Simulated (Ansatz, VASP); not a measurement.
Zr: VASP beside Ansatz

```
CELL_PARAMETERS angstrom
3.22119 0.00000 0.00000
-1.61059 2.78963 0.00000
0.00000 0.00000 5.12979
ATOMIC_POSITIONS crystal
Zr 0.33333 0.66667 0.25000
Zr 0.66667 0.33333 0.75000
```

Change from the starting cell: volume scaled by 0.99.

Alike in both runs: task single point; functional PBEsol; k mesh 13 × 13 × 7; occupations fermi-dirac, width 0.08 eV; no spin polarisation.

|  | VASP | Ansatz |
| --- | --- | --- |
| version | VASP 6.6.1 | Ansatz 0.2.0 |
| potentials or method | VASP PAW PBE potentials, release 64 (Zr_sv), cutoff 520 eV | all-electron LAPW, scalar-relativistic |

```tsv
	VASP	Ansatz	Ansatz less VASP
pressure (GPa)	-2.3	-2.3	-0.03
traceless stress, the component that is largest in VASP (GPa)	0.49	0.49	-0.002
```

VASP's potentials were made for PBE, not for PBEsol. Ansatz ran all-electron here, and VASP with PAW potentials.
